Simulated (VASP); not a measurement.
The system is Si.

```
Si
1.0
    -0.03879    2.72212    2.72212
     2.72212   -0.03879    2.72212
     2.68333    2.68333    0.00000
Si
2
Direct
  0.25179 0.25179 0.24821
  0.99821 0.99821 0.00179
```

This cell differs from its parent crystal: shear xy strain -2.9%.

Base run:

- Program: VASP 6.6.1
- Functional: r2SCAN
- Potentials or basis: VASP PAW PBE potentials, release 64 (Si)
- Cutoff: 520 eV
- k mesh: 8 × 8 × 8
- Occupations: gaussian, width 0.01 eV
- Spin: no spin polarisation

Its results: band gap on the k mesh 0.58 eV (least direct gap 2.46 eV); pressure -0.2 GPa.

Problem. The run is repeated on the same cell with these changes: functional from r2SCAN to PBE; occupations from gaussian, width 0.01 eV to fermi-dirac, width 0.02 eV. What comes out?

Solution. Band gap on the k mesh 0.39 eV (least direct gap 2.27 eV); pressure 1.3 GPa.

Caveats: the PAW data sets were made with another functional, which shifts forces and pressure a little (at least some runs).

A k mesh can miss the band edges.
